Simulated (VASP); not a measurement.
# Al (P6_3/mmc) in VASP: notebook

The runs below take Al through single point, with LDA.

Everything below comes from runs of VASP 6.6.1. Logs are shortened: lines on timing, memory, paths and dates and some standing lists are left out, and cuts for length are marked.

## 1. The cell of the first run

It takes space group P6_3/mmc (No. 194, hexagonal). Conventional cell: a = 2.606 Å, b = 2.606 Å, c = 4.593 Å, α = 90.00°, β = 90.00°, γ = 120.00°. Within 3.4 Å of Al (site symmetry -6m2) lie 12 Al at 2.61 to 2.75 Å.

## 2. Single point, LDA

Contents of INCAR:

```
PREC = Accurate
ENCUT = 520
EDIFF = 1E-6
ISMEAR = 0
SIGMA = 0.15
LREAL = F
LASPH = T
NELM = 80
ALGO = Normal
ISIF = 2
LWAVE = F
LCHARG = F
GGA = CA
NBANDS = 10
```

Contents of KPOINTS:

```
Automatic mesh
0
Gamma
  18 18 10
```

Contents of POSCAR:

```
Al
1.0
    2.6063000000      0.0000000000      0.0000000000
   -1.3031500000      2.2571220099      0.0000000000
    0.0000000000      0.0000000000      4.5925000000
Al
2
Direct
    0.6666666667      0.3333333333      0.7500000000
    0.3333333333      0.6666666667      0.2500000000
```

Potentials or basis: VASP PAW LDA potentials, release 64 (Al).

Launch:

```
cat potpaw_LDA.64/Al/POTCAR > POTCAR
mpirun -np 1 vasp_std > vasp.out
```

OUTCAR:

```text
PREC = Accurate
   ENCUT = 520
   EDIFF = 1E-6
   ISMEAR = 0
   LREAL = F
   LASPH = T
   NELM = 80
   ISIF = 2
   GGA = CA

 ion  position               nearest neighbor table
   1  0.667  0.333  0.750-   2 2.75   2 2.75   2 2.75   2 2.75   2 2.75   2 2.75
   2  0.333  0.667  0.250-   1 2.75   1 2.75   1 2.75   1 2.75   1 2.75   1 2.75

  LATTYP: Found a hexagonal cell.
 ALAT       =     2.6063000000
 C/A-ratio  =     1.7620765069

  Lattice vectors:

 A1 = (   2.6063000000,   0.0000000000,   0.0000000000)
 A2 = (  -1.3031500000,   2.2571220099,   0.0000000000)
 A3 = (   0.0000000000,   0.0000000000,   4.5925000000)

Analysis of symmetry for initial positions (statically):
=====================================================================
 Subroutine PRICEL returns:
 Original cell was already a primitive cell.

 Routine SETGRP: Setting up the symmetry group for a
 hexagonal supercell.

 Subroutine GETGRP returns: Found 24 space group operations
 (whereof 12 operations were pure point group operations)
 out of a pool of 24 trial point group operations.

The static configuration has the point symmetry D_3d.
 The point group associated with its full space group is D_6h.

Analysis of symmetry for dynamics (positions and initial velocities):
=====================================================================
 Subroutine PRICEL returns:
 Original cell was already a primitive cell.

 Routine SETGRP: Setting up the symmetry group for a
 hexagonal supercell.

 Subroutine GETGRP returns: Found 24 space group operations
 (whereof 12 operations were pure point group operations)
 out of a pool of 24 trial point group operations.

The dynamic configuration has the point symmetry D_3d.
 The point group associated with its full space group is D_6h.

 Subroutine INISYM returns: Found 24 space group operations
 (whereof 12 operations are pure point group operations),
 and found     1 'primitive' translations

----------------------------------------------------------------------------------------

                                     Primitive cell

  volume of cell :      27.0165

  direct lattice vectors                    reciprocal lattice vectors
     2.606300000  0.000000000  0.000000000     0.383685685  0.221521033  0.000000000
    -1.303150000  2.257122010  0.000000000     0.000000000  0.443042067  0.000000000
     0.000000000  0.000000000  4.592500000     0.000000000  0.000000000  0.217746326

  length of vectors
     2.606300000  2.606300000  4.592500000     0.443042067  0.443042067  0.217746326

  position of ions in fractional coordinates (direct lattice)
     0.666666667  0.333333333  0.750000000
     0.333333333  0.666666667  0.250000000

  ion indices of the primitive-cell ions
   primitive index   ion index
                 1           1
                 2           2

----------------------------------------------------------------------------------------

 KPOINTS: Automatic mesh

Automatic generation of k-mesh.
 Grid dimensions read from file:
 generate k-points for:   18   18   10

 Generating k-lattice:

  Cartesian coordinates                     Fractional coordinates (reciprocal lattice)
     0.021315871  0.012306724  0.000000000     0.055555556  0.000000000  0.000000000
     0.000000000  0.024613448  0.000000000     0.000000000  0.055555556  0.000000000
     0.000000000  0.000000000  0.021774633     0.000000000  0.000000000  0.100000000

  Length of vectors
     0.024613448  0.024613448  0.021774633

  Shift w.r.t. Gamma in fractional coordinates (k-lattice)
     0.000000000  0.000000000  0.000000000

 Subroutine IBZKPT returns following result:
 ===========================================

 Found    222 irreducible k-points:

 Following reciprocal coordinates:
            Coordinates               Weight
  0.000000  0.000000  0.000000      1.000000
  0.055556  0.000000  0.000000      6.000000
  0.111111  0.000000  0.000000      6.000000
  0.166667  0.000000  0.000000      6.000000
  0.222222  0.000000  0.000000      6.000000
  0.277778  0.000000  0.000000      6.000000
[... 16 lines left out ...]
  0.333333  0.111111  0.000000     12.000000
  0.388889  0.111111  0.000000     12.000000
 [... further k-points ...]
   k-points           NKPTS =    222   k-points in BZ     NKDIM =    222   number of bands    NBANDS=     10
   number of dos      NEDOS =    301   number of ions     NIONS =      2
   total plane-waves  NPLWV =  14400
   dimension x,y,z NGX =    20 NGY =   20 NGZ =   36
   dimension x,y,z NGXF=    40 NGYF=   40 NGZF=   72
   ions per type =               2
   NGX,Y,Z   is equivalent  to a cutoff of  12.76, 12.76, 13.03 a.u.
   NGXF,Y,Z  is equivalent  to a cutoff of  25.51, 25.51, 26.06 a.u.
 SYSTEM =  unknown system
   PREC   = accura    normal or accurate (medium, high low for compatibility)
   ISTART =      0    job   : 0-new  1-cont  2-samecut
   ICHARG =      2    charge: 1-file 2-atom 10-const
   ISPIN  =      1    spin polarized calculation?
   LNONCOLLINEAR =      F non collinear calculations
   LSORBIT =      F    spin-orbit coupling
   LASPH  =      T    aspherical Exc in radial PAW
   ENCUT  =  520.0 eV  38.22 Ry    6.18 a.u.   4.85  4.85  8.54*2*pi/ulx,y,z
   NELM   =     80;   NELMIN=  2; NELMDL= -5     # of ELM steps
   EDIFF  = 0.1E-05   stopping-criterion for ELM
   LREAL  =      F    real-space projection
   EDIFFG = 0.1E-04   stopping-criterion for IOM
   NSW    =      0    number of steps for IOM
   IBRION =     -1    ionic relax: 0-MD 1-quasi-New 2-CG
   NFREE  =      0    steps in history (QN), initial steepest desc. (CG)
   ISIF   =      2    stress and relaxation
   ISYM   =      2    0-nonsym 1-usesym 2-fastsym
   POTIM  = 0.5000    time-step for ionic-motion
   TEBEG  =    0.0;   TEEND  =   0.0 temperature during run
   PSTRESS=    0.0 pullay stress
   NELECT =       6.0000    total number of electrons
   NUPDOWN=      -1.0000    fix difference up-down
   EMIN   =  10.00;   EMAX   =-10.00  energy-range for DOS
   EFERMI =   0.00;   METHOD = LEGACY
   ISMEAR =     0;   SIGMA  =   0.15  broadening in eV -4-tet -1-fermi 0-gaus
   EFERMI_NEDOS =   21; number of points for ismear=-14 and -15
   IALGO  =     38    algorithm
   IMIX   =      4    mixing-type and parameters
     AMIX     =   0.40;   BMIX     =  1.00
     AMIX_MAG =   1.60;   BMIX_MAG =  1.00
  volume/ion in A,a.u.               =      13.51        91.16
  Fermi-wavevector in a.u.,A,eV,Ry     =   0.991400  1.873475 13.372820  0.982875
  Thomas-Fermi vector in A             =   2.123139
   LORBIT       =      0    0 simple, 1 ext, 2 COOP (PROOUT), +10 PAW based schemes
   GGA     = CA    functional components
   LHFCALC =     F    Hartree Fock is set to
   AEXX    =    0.0000 exact exchange contribution
   IVDW    =     0    specifies the selected vdW correction
   LEPSILON=     F    determine dielectric tensor
   LRPA    =     F    only Hartree local field effects (RPA)
 non-spin polarized calculation
 Gauss-broadening in eV      SIGMA  =   0.15
  energy-cutoff  :      520.00
  volume of cell :       27.02
 maximum number of plane-waves:       744
 NGX is ok and might be reduce to    20
   NGX =  9   NGY =  9   NGZ = 17

 number of electron       6.0000000 magnetization

 Free energy of the ion-electron system (eV)
  ---------------------------------------------------
  ext. energy  EPLUGINS =         0.00000000
  ---------------------------------------------------
  free energy    TOTEN  =        -8.02584125 eV

  energy without entropy =       -8.01904508  energy(sigma->0) =       -8.02244317

 E-fermi :  10.0078     XC(G=0): -11.1032

 val. band max:        9.9961512057   @ k =   0.3889   0.0000   0.1000
 cond. band min:      10.0111741178   @ k =   0.4444   0.1111   0.1000
 fundamental gap:      0.0150229121
 Fermi energy:        10.0078234906

 k-point     1 :       0.0000    0.0000    0.0000
  band No.  band energies     occupation
      1      -2.5208      2.00000
      2       4.2064      2.00000
      3       4.3603      2.00000
      4      21.7504      0.00000
      5      23.1599      0.00000
      6      23.1599      0.00000
      7      23.5839      0.00000
      8      23.5839      0.00000
      9      24.0025      0.00000
     10      27.2224      0.00000

 k-point     2 :       0.0556    0.0000    0.0000
  band No.  band energies     occupation
      1      -2.4315      2.00000
      2       4.2884      2.00000
      3       4.4464      2.00000
      4      21.0226      0.00000
      5      22.1595      0.00000
      6      22.1781      0.00000
      7      23.6347      0.00000
      8      24.0693      0.00000
      9      24.6197      0.00000
     10      27.3444      0.00000

 k-point     3 :       0.1111    0.0000    0.0000
  band No.  band energies     occupation
      1      -2.1641      2.00000
      2       4.5342      2.00000
      3       4.7036      2.00000
      4      18.8131      0.00000
      5      21.1309      0.00000
      6      21.6942      0.00000
      7      22.8619      0.00000
      8      24.2655      0.00000
      9      25.1186      0.00000
     10      25.5376      0.00000

 k-point     4 :       0.1667    0.0000    0.0000
  band No.  band energies     occupation
      1      -1.7199      2.00000
      2       4.9443      2.00000
      3       5.1273      2.00000
      4      16.4596      0.00000
      5      20.2134      0.00000
      6      20.6362      0.00000
      7      22.2589      0.00000
      8      22.7096      0.00000
      9      24.6114      0.00000
     10      24.9909      0.00000
[... 222 lines left out ...]
 k-point    22 :       0.2778    0.1111    0.0000
  band No.  band energies     occupation
      1       0.9066      2.00000
      2       7.4098      2.00000
      3       7.4100      2.00000
      4      10.3857      0.00037
      5      14.2620      0.00000
      6      16.3494      0.00000
      7      17.2894      0.00000
      8      20.8986      0.00000
      9      21.1367      0.00000
     10      23.4317      0.00000

 k-point    23 :       0.3333    0.1111    0.0000
  band No.  band energies     occupation
      1       2.0237      2.00000
      2       7.5281      2.00000
      3       8.4790      2.00000
      4       9.4105      2.00000
      5      13.4447      0.00000
      6      14.4615      0.00000
      7      16.0519      0.00000
      8      20.4653      0.00000
      9      20.8356      0.00000
     10      23.1620      0.00000

 k-point    24 :       0.3889    0.1111    0.0000
  band No.  band energies     occupation
      1       3.2941      2.00000
      2       6.2202      2.00000
      3       9.7058      1.99559
      4      10.1087      0.34139
      5      12.4385      0.00000
      6      12.7393      0.00000
      7      15.3166      0.00000
      8      20.2070      0.00000
      9      20.6478      0.00000
     10      22.9815      0.00000

 [... further k-points ...]

------------------------ aborting loop because EDIFF is reached ----------------------------------------

  FORCE on cell =-STRESS in cart. coord.  units (eV):
  Direction    XX          YY          ZZ          XY          YZ          ZX
  --------------------------------------------------------------------------------------
  -------------------------------------------------------------------------------------
  Total        4.0443442      4.0443442      2.2236938      0.0000000     -0.0000000      0.0000000
  in kB      239.8446795    239.8446795    131.8733241      0.0000000     -0.0000000      0.0000000
  external PRESSURE =     203.8542277 kB  Pullay stress =       0.0000000 kB

 VOLUME and BASIS-vectors are now :
 -----------------------------------------------------------------------------
  energy-cutoff  :      520.00
  volume of cell :       27.02
      direct lattice vectors                 reciprocal lattice vectors
     2.606300000  0.000000000  0.000000000     0.383685685  0.221521033  0.000000000
    -1.303150000  2.257122010  0.000000000     0.000000000  0.443042067  0.000000000
     0.000000000  0.000000000  4.592500000     0.000000000  0.000000000  0.217746326

 POSITION                                       TOTAL-FORCE (eV/Angst)
 -----------------------------------------------------------------------------------
      1.30315      0.75237      3.44437         0.000000      0.000000      0.000000
     -0.00000      1.50475      1.14813        -0.000000     -0.000000      0.000000
 -----------------------------------------------------------------------------------
    total drift:                                0.000000     -0.000000      0.000000

  FREE ENERGIE OF THE ION-ELECTRON SYSTEM (eV)
  ---------------------------------------------------
  free  energy   TOTEN  =        -8.0258412534 eV

  energy  without entropy=       -8.0190450838  energy(sigma->0) =       -8.02244317
```

It took 41 s on 1 thread of AMD EPYC 7R13 (Zen 3), shared host; peak memory 0.13 GiB.

What came out:

* Free energy: -8.0258 eV
* Pressure: 20.4 GPa
* Band gap on the k mesh: zero (band 3 reaches 13.89 eV, above the bottom of band 4 at 6.77 eV)

Levels at points of the mesh, in eV from the Fermi level:
```
           k point  band 1  band 2  band 3  band 4  band 5  band 6
(0.00, 0.00, 0.00)  -12.53   -5.80   -5.65   11.74   13.15   13.15
(0.50, 0.00, 0.00)   -5.64   -5.46    0.61    0.81    1.16    1.73
(0.00, 0.00, 0.50)  -10.79  -10.79    2.35    2.35   13.96   13.96
(0.50, 0.00, 0.50)   -4.41   -4.41   -3.24   -3.24    7.75    7.75
```

## 3. Single point, LDA

This run uses another cell than the first one, of 13.45 Å³/atom, 0.996 times its volume.

Contents of INCAR:

```
SYSTEM = Al
PREC = Accurate
ENCUT = 520
EDIFF = 1E-6
ISMEAR = 0
SIGMA = 0.15
LREAL = .FALSE.
LASPH = .TRUE.
NELM = 80
ALGO = Fast
ISIF = 2
LWAVE = .FALSE.
LCHARG = .TRUE.
GGA = CA
LELF = .TRUE.
LVHAR = .TRUE.
NBANDS = 10
```

Contents of KPOINTS:

```
regular mesh
0
G
  18 18 10
  0 0 0
```

Contents of POSCAR:

```
Al
1.0
    2.6553000000      0.0000000000      0.0000000000
   -1.3276500000      2.2995572547      0.0000000000
    0.0000000000      0.0000000000      4.4051000000
Al
2
Direct
    0.6666666667      0.3333333333      0.7500000000
    0.3333333333      0.6666666667      0.2500000000
```

Potentials or basis: VASP PAW LDA potentials, release 64 (Al).

Launch:

```
cat potpaw_LDA.64/Al/POTCAR > POTCAR
mpirun -np 1 vasp_std > vasp.out
```

OUTCAR:

```text
SYSTEM = Al
   PREC = Accurate
   ENCUT = 520
   EDIFF = 1E-6
   ISMEAR = 0
   LREAL = .FALSE.
   LASPH = .TRUE.
   NELM = 80
   ISIF = 2
   GGA = CA

 ion  position               nearest neighbor table
   1  0.667  0.333  0.750-   2 2.68   2 2.68   2 2.68   2 2.68   2 2.68   2 2.68
   2  0.333  0.667  0.250-   1 2.68   1 2.68   1 2.68   1 2.68   1 2.68   1 2.68

  LATTYP: Found a hexagonal cell.
 ALAT       =     2.6553000000
 C/A-ratio  =     1.6589839190

  Lattice vectors:

 A1 = (   2.6553000000,   0.0000000000,   0.0000000000)
 A2 = (  -1.3276500000,   2.2995572547,   0.0000000000)
 A3 = (   0.0000000000,   0.0000000000,   4.4051000000)

Analysis of symmetry for initial positions (statically):
=====================================================================
 Subroutine PRICEL returns:
 Original cell was already a primitive cell.

 Routine SETGRP: Setting up the symmetry group for a
 hexagonal supercell.

 Subroutine GETGRP returns: Found 24 space group operations
 (whereof 12 operations were pure point group operations)
 out of a pool of 24 trial point group operations.

The static configuration has the point symmetry D_3d.
[... 174 lines left out ...]
      1      -2.4985      2.00000
      2       4.5929      2.00000
      3       5.1846      2.00000
      4      22.3977      0.00000
      5      22.3977      0.00000
      6      22.5999      0.00000
      7      22.5999      0.00000
      8      23.0003      0.00000
      9      26.4205      0.00000
     10      26.4456      0.00000
[... 287 lines left out ...]
 k-point    24 :       0.3889    0.1111    0.0000
  band No.  band energies     occupation
      1       3.1163      2.00000
      2       5.9704      2.00000
      3       9.8449      1.98254
      4      10.6348      0.00000
      5      12.5750      0.00000
      6      12.7638      0.00000
      7      15.1807      0.00000
      8      19.9091      0.00000
      9      20.9753      0.00000
     10      22.2828      0.00000

 [... further k-points ...]

------------------------ aborting loop because EDIFF is reached ----------------------------------------

  FORCE on cell =-STRESS in cart. coord.  units (eV):
  Direction    XX          YY          ZZ          XY          YZ          ZX
  --------------------------------------------------------------------------------------
  -------------------------------------------------------------------------------------
  Total        3.4163405      3.4163405      3.2688677      0.0000000     -0.0000000      0.0000000
  in kB      203.4970588    203.4970588    194.7127252      0.0000000     -0.0000000      0.0000000
  external PRESSURE =     200.5689476 kB  Pullay stress =       0.0000000 kB

 VOLUME and BASIS-vectors are now :
 -----------------------------------------------------------------------------
  energy-cutoff  :      520.00
  volume of cell :       26.90
      direct lattice vectors                 reciprocal lattice vectors
     2.655300000  0.000000000  0.000000000     0.376605280  0.217433160  0.000000000
    -1.327650000  2.299557255  0.000000000     0.000000000  0.434866320  0.000000000
     0.000000000  0.000000000  4.405100000     0.000000000  0.000000000  0.227009603

 POSITION                                       TOTAL-FORCE (eV/Angst)
 -----------------------------------------------------------------------------------
      1.32765      0.76652      3.30382        -0.000000      0.000000      0.000000
     -0.00000      1.53304      1.10128         0.000000     -0.000000      0.000000
 -----------------------------------------------------------------------------------
    total drift:                               -0.000000      0.000000     -0.000000

  FREE ENERGIE OF THE ION-ELECTRON SYSTEM (eV)
  ---------------------------------------------------
  free  energy   TOTEN  =        -8.0462578571 eV

  energy  without entropy=       -8.0367261374  energy(sigma->0) =       -8.04149200
```

OSZICAR:

```text
N       E                     dE             d eps       ncg     rms          rms(c)
DAV:   1    -0.104072225076E+00   -0.10407E+00   -0.24208E+03  4456   0.482E+02
DAV:   2    -0.797408863431E+01   -0.78700E+01   -0.75809E+01  5892   0.591E+01
DAV:   3    -0.812356496148E+01   -0.14948E+00   -0.14875E+00  5770   0.642E+00
DAV:   4    -0.812399795452E+01   -0.43299E-03   -0.43296E-03  5176   0.403E-01
DAV:   5    -0.812400001328E+01   -0.20588E-05   -0.20583E-05  5418   0.282E-02    0.255E+00
RMM:   6    -0.807664214922E+01    0.47358E-01   -0.27518E-03  4491   0.267E-01    0.145E+00
RMM:   7    -0.804636770417E+01    0.30274E-01   -0.75158E-03  4666   0.442E-01    0.192E-01
RMM:   8    -0.804625019019E+01    0.11751E-03   -0.88754E-04  4823   0.188E-01    0.626E-02
RMM:   9    -0.804625688089E+01   -0.66907E-05   -0.66073E-05  5030   0.668E-02    0.942E-03
RMM:  10    -0.804625785710E+01   -0.97620E-06   -0.95863E-06  5117   0.196E-02
   1 F= -.80462579E+01 E0= -.80414920E+01  d E =-.953172E-02
```

stdout:

```text
POSCAR found type information on POSCAR Al
 POSCAR found :  1 types and       2 ions
 scaLAPACK will be used
 LDA part: xc-table for (Slater(with rela. corr.)+CA(PZ))
 , standard interpolation
 POSCAR, INCAR and KPOINTS ok, starting setup
 FFT: planning ... GRIDC
 FFT: planning ... GRID_SOFT
 FFT: planning ... GRID
 WAVECAR not read
 entering main loop
```

Run time: 51 s. Hardware: 1 thread of AMD EPYC 7R13 (Zen 3), shared host; peak memory 0.12 GiB.

What came out:

```
Free energy            : -8.0463 eV
Pressure               : 20.1 GPa
Band gap on the k mesh : zero (band 3 reaches 14.47 eV, above the bottom of band 4 at 6.65 eV)
```

Levels at points of the mesh, in eV from the Fermi level:
```
           k point  band 1  band 2  band 3  band 4  band 5  band 6
(0.00, 0.00, 0.00)  -12.60   -5.50   -4.91   12.30   12.30   12.50
(0.50, 0.00, 0.00)   -5.89   -5.82    0.58    1.21    1.35    2.07
(0.00, 0.00, 0.50)  -10.71  -10.71    3.52    3.52   13.19   13.19
(0.50, 0.00, 0.50)   -4.55   -4.55   -3.44   -3.44    7.99    7.99
```

[end of part 1 of 2]
